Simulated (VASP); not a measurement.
# Co (P6_3/mmc) in VASP: notebook

The runs below take Co through electric field gradients, with PBE.

Everything below comes from runs of VASP 6.6.1. Logs are shortened: lines on timing, memory, paths and dates and some standing lists are left out, and cuts for length are marked.

### 1 The cell of the first run

The structure is hexagonal, space group P6_3/mmc (No. 194). The conventional cell has a = 2.511 Å, b = 2.511 Å, c = 4.077 Å, α = 90.00°, β = 90.00°, γ = 120.00°. Within 3.3 Å of Co (site symmetry -6m2) lie 12 Co at 2.50 to 2.51 Å.

### 2 Electric field gradients, PBE, collinear spin, ferromagnetic start (volume scaled by 0.99)

INCAR

```
  ALGO = Normal
  EDIFF = 1E-8
  ENCUT = 520
  GGA = PE
  ISIF = 2
  ISMEAR = -1
  ISPIN = 2
  LASPH = T
  LCHARG = F
  LEFG = T
  LMAXMIX = 4
  LORBIT = 11
  LREAL = F
  LWAVE = F
  MAGMOM = 2 2
  NBANDS = 20
  NELM = 150
  PREC = Accurate
  SIGMA = 0.05
```

KPOINTS

```
k-points
0
Gamma
  19 19 10
```

POSCAR

```
Co
1.0
    2.5105760544      0.0000000000      0.0000000000
   -1.2552880272      2.1742226413      0.0000000000
    0.0000000000      0.0000000000      4.0773176236
Co
2
Direct
    0.3333333333      0.6666666667      0.2500000000
    0.6666666667      0.3333333333      0.7500000000
```

Potentials or basis: VASP PAW PBE potentials, release 64 (Co).

Started as:

```sh
$ cat potpaw_PBE.64/Co/POTCAR > POTCAR
$ mpirun -np 1 vasp_std > vasp.out
```

OUTCAR:

```text
EDIFF = 1E-8
   ENCUT = 520
   GGA = PE
   ISIF = 2
   ISMEAR = -1
   ISPIN = 2
   LASPH = T
   LORBIT = 11
   LREAL = F
   NELM = 150
   PREC = Accurate

 ion  position               nearest neighbor table
   1  0.333  0.667  0.250-   2 2.50   2 2.50   2 2.50   2 2.50   2 2.50   2 2.50
   2  0.667  0.333  0.750-   1 2.50   1 2.50   1 2.50   1 2.50   1 2.50   1 2.50

  LATTYP: Found a hexagonal cell.
 ALAT       =     2.5105760544
 C/A-ratio  =     1.6240566050

  Lattice vectors:

 A1 = (   2.5105760544,   0.0000000000,   0.0000000000)
 A2 = (  -1.2552880272,   2.1742226413,   0.0000000000)
 A3 = (   0.0000000000,   0.0000000000,   4.0773176236)

Analysis of symmetry for initial positions (statically):
=====================================================================
 Subroutine PRICEL returns:
 Original cell was already a primitive cell.

 Routine SETGRP: Setting up the symmetry group for a
 hexagonal supercell.

 Subroutine GETGRP returns: Found 24 space group operations
 (whereof 12 operations were pure point group operations)
 out of a pool of 24 trial point group operations.

The static configuration has the point symmetry D_3d.
 The point group associated with its full space group is D_6h.

Analysis of symmetry for dynamics (positions and initial velocities):
=====================================================================
 Subroutine PRICEL returns:
 Original cell was already a primitive cell.

 Routine SETGRP: Setting up the symmetry group for a
 hexagonal supercell.

 Subroutine GETGRP returns: Found 24 space group operations
 (whereof 12 operations were pure point group operations)
 out of a pool of 24 trial point group operations.

The dynamic configuration has the point symmetry D_3d.
 The point group associated with its full space group is D_6h.

Analysis of structural, dynamic, and magnetic symmetry:
=====================================================================
 Subroutine PRICEL returns:
 Original cell was already a primitive cell.

 Routine SETGRP: Setting up the symmetry group for a
[... 159 lines left out ...]
 fundamental gap:      0.0016511276
 Fermi energy:         9.9018466716

 spin component 1

 k-point     1 :       0.0000    0.0000    0.0000
  band No.  band energies     occupation
      1       1.1438      1.00000
      2       4.8845      1.00000
      3       7.3020      1.00000
      4       7.3445      1.00000
      5       7.3445      1.00000
      6       7.6379      1.00000
[... 541 lines left out ...]
     19      32.7733      0.00000
     20      34.4262      0.00000

 [... further k-points ...]

 spin component 2

 k-point     1 :       0.0000    0.0000    0.0000
  band No.  band energies     occupation
      1       1.1311      1.00000
      2       5.8319      1.00000
      3       8.9444      1.00000
      4       9.0009      1.00000
      5       9.0009      1.00000
      6       9.3470      0.99998
[... 541 lines left out ...]
     19      33.0987      0.00000
     20      34.7626      0.00000

 [... further k-points ...]
[... 5 lines left out ...]
  --------------------------------------------------------------------------------------
  -------------------------------------------------------------------------------------
  Total       -0.6818589     -0.6818589     -0.8901842      0.0000000     -0.0000000      0.0000000
  in kB      -49.0854908    -49.0854908    -64.0823629      0.0000000     -0.0000000      0.0000000
  external PRESSURE =     -54.0844482 kB  Pullay stress =       0.0000000 kB

 VOLUME and BASIS-vectors are now :
 -----------------------------------------------------------------------------
  energy-cutoff  :      520.00
  volume of cell :       22.26
      direct lattice vectors                 reciprocal lattice vectors
     2.510576054  0.000000000  0.000000000     0.398314960  0.229967249  0.000000000
    -1.255288027  2.174222641  0.000000000     0.000000000  0.459934498  0.000000000
     0.000000000  0.000000000  4.077317624     0.000000000  0.000000000  0.245259284

 POSITION                                       TOTAL-FORCE (eV/Angst)
 -----------------------------------------------------------------------------------
     -0.00000      1.44948      1.01933         0.000000     -0.000000      0.000000
      1.25529      0.72474      3.05799        -0.000000      0.000000      0.000000
 -----------------------------------------------------------------------------------
    total drift:                               -0.000000      0.000000     -0.000000

  FREE ENERGIE OF THE ION-ELECTRON SYSTEM (eV)
  ---------------------------------------------------
  free  energy   TOTEN  =       -14.0666985525 eV

  energy  without entropy=      -14.0514593487  energy(sigma->0) =      -14.05907895

 Electric field gradients (V/A^2)
---------------------------------------------------------------------
 ion       V_xx      V_yy      V_zz      V_xy      V_xz      V_yz
---------------------------------------------------------------------
   1       0.918     0.917    -1.835    -0.001     0.000    -0.000
   2       0.918     0.917    -1.835    -0.001    -0.000     0.000
---------------------------------------------------------------------

 Electric field gradients after diagonalization (V/A^2)
 (convention: |V_zz| > |V_xx| > |V_yy|)
----------------------------------------------------------------------
 ion       V_xx      V_yy      V_zz     asymmetry (V_yy - V_xx)/ V_zz
----------------------------------------------------------------------
   1       0.918     0.917    -1.835       0.001
   2       0.918     0.917    -1.835       0.001
----------------------------------------------------------------------

           NMR quadrupolar parameters

 Cq : quadrupolar parameter    Cq=e*Q*V_zz/h
 eta: asymmetry parameters     (V_yy - V_xx)/ V_zz
 Q  : nuclear electric quadrupole moment in mb (millibarn)
----------------------------------------------------------------------
 ion       Cq(MHz)       eta       Q (mb)
----------------------------------------------------------------------
   1      -0.004       0.001       1.000
   2      -0.004       0.001       1.000
----------------------------------------------------------------------

 total charge

# of ion       s       p       d       tot
------------------------------------------
    1        0.478   0.500   7.247   8.224
    2        0.478   0.500   7.247   8.224
--------------------------------------------------
tot          0.956   0.999  14.493  16.449

 magnetization (x)

# of ion       s       p       d       tot
------------------------------------------
    1       -0.015  -0.054   1.722   1.653
    2       -0.015  -0.054   1.722   1.653
--------------------------------------------------
tot         -0.029  -0.108   3.443   3.306
```

stdout:

```text
POSCAR found type information on POSCAR Co
 POSCAR found :  1 types and       2 ions
 scaLAPACK will be used
 LDA part: xc-table for (Slater+PW92), standard interpolation
 POSCAR, INCAR and KPOINTS ok, starting setup
 FFT: planning ... GRIDC
 FFT: planning ... GRID_SOFT
 FFT: planning ... GRID
 WAVECAR not read
 entering main loop
ion   1

ion   2
```

Wall time 3.9 min (1 thread of Intel Xeon Platinum 8259CL at 2.50GHz (Skylake/Cascade Lake), shared host); peak memory 0.26 GiB.

Results:

```yaml
Free_energy: -14.0667 eV
Pressure: -5.4 GPa
Net_moment: 3.26 μB per cell
Site_moments: Co +1.65 μB
Valence_electrons_inside_the_program's_atomic_spheres: Co 8.22
```

Stress tensor (GPa, compression positive):
```
-4.91  0.00  0.00
 0.00 -4.91  0.00
 0.00  0.00 -6.41
```

Levels at points of the mesh, in eV from the Fermi level:
Spin up:
| k point | band 8 | band 9 | band 10 | band 11 | band 12 | band 13 | band 14 | band 15 |
| --- | --- | --- | --- | --- | --- | --- | --- | --- |
| (0.00, 0.00, 0.00) | -1.92 | -1.92 | -0.88 | -0.88 | -0.10 | 6.07 | 21.82 | 24.17 |
| (0.00, 0.00, 0.50) | -2.62 | -1.18 | -1.18 | -1.18 | -1.18 | 14.63 | 14.63 | 22.52 |
Spin down:
```
           k point  band 5  band 6  band 7  band 8  band 9  band 10
(0.00, 0.00, 0.00)   -0.90   -0.55   -0.55   -0.18   -0.13    -0.13
(0.00, 0.00, 0.50)   -0.96   -0.96   -0.96   -0.96    0.70     0.70
```

Electric field gradients, principal values (V/Å²):
| atom | least | middle | greatest (by size) |
| --- | --- | --- | --- |
| 1 Co | 0.917 | 0.918 | -1.835 |
| 2 Co | 0.917 | 0.918 | -1.835 |

Caveat: without QUAD_EFG the Cq values of the log hold for a quadrupole moment of 1 mb, not for the nuclei.

(Continued in part 2 of 4.)
